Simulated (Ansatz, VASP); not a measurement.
Two plane-wave programs on C

```xyz
2
Lattice="0.0000 2.1270 3.2978 1.2280 0.0000 3.2978 1.2280 2.1270 0.0000" Properties=species:S:1:pos:R:3 pbc="T T T"
C     1.2280    0.7090    3.2978
C     1.2280    3.5450    3.2978
```

Change from the starting cell: strain +0.000 along x and y, -0.015 along z, atoms carried along.

Alike in both runs: task single point; functional r2SCAN; k mesh 14 × 14 × 14; occupations gaussian, width 0.05 eV; no spin polarisation.

```csv
,VASP,Ansatz
version,VASP 6.6.1,Ansatz 0.2.0
potentials or method,"VASP PAW PBE potentials, release 64 (C), cutoff 520 eV","scalar-relativistic, plane waves, PAW"
valence electrons in the cell,8,8
```

```tsv
	VASP	Ansatz	Ansatz less VASP
gap on the k mesh at the Fermi level (eV)	0.30	0.30	-0.001
least direct gap on the mesh (eV)	0.38	0.38	-0.001
pressure (GPa)	1.3	0.6	-0.69
traceless stress, the component that is largest in VASP (GPa)	1.40	2.20	+0.804
rms of the force components (eV/Å)	0.018	0.019	+0.0001
```

VASP's potentials were made for PBE, not for r2SCAN. Atom by atom the forces differ by 0.000 eV/Å (rms over components). The functional is the same, so the differences come from potentials, cutoffs and numerics.
